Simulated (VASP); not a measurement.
Here is a VASP 6.6.1 calculation.

File INCAR:

```
SYSTEM = Zr2BiP2
PREC = Accurate
ENCUT = 500
EDIFF = 1E-6
ISMEAR = 0
SIGMA = 0.1
LREAL = .False.
LASPH = .True.
NELM = 120
ALGO = Normal
ISIF = 2
LWAVE = .False.
LCHARG = .False.
GGA = PE
NBANDS = 32
GGA_COMPAT = .False.
```

Contents of KPOINTS:

```
regular mesh
0
Gamma
  10 10 10
  0 0 0
```

The input POSCAR:

```
Zr2BiP2
1.0
   -2.4759082358      2.4759082358      4.2351254352
    2.4759082358     -2.4759082358      4.2351254352
    2.4759082358      2.4759082358     -4.2351254352
Zr Bi P
2 1 2
Direct
    0.2500000000      0.7500000000      0.5000000000
    0.7500000000      0.2500000000      0.5000000000
    0.0000000000      0.0000000000      0.0000000000
    0.6333114708      0.6333114708      0.0000000000
    0.3666885292      0.3666885292      0.0000000000
```

Potentials or basis: VASP PAW PBE potentials, release 64 (Zr_sv, Bi_d, P).

Command:

```sh
$ cat potpaw_PBE.64/Zr_sv/POTCAR potpaw_PBE.64/Bi_d/POTCAR potpaw_PBE.64/P/POTCAR > POTCAR
$ mpirun -np 1 vasp_std > vasp.out
```

(1) Predict the largest force.

(2) Predict the band gap on the k mesh.

Results:

(1) 0.034 eV/Å.

(2) zero (an odd number of electrons rules out a gap without spin polarisation).

Caveat: spin-orbit coupling is left out, which moves the levels of the heavy elements.
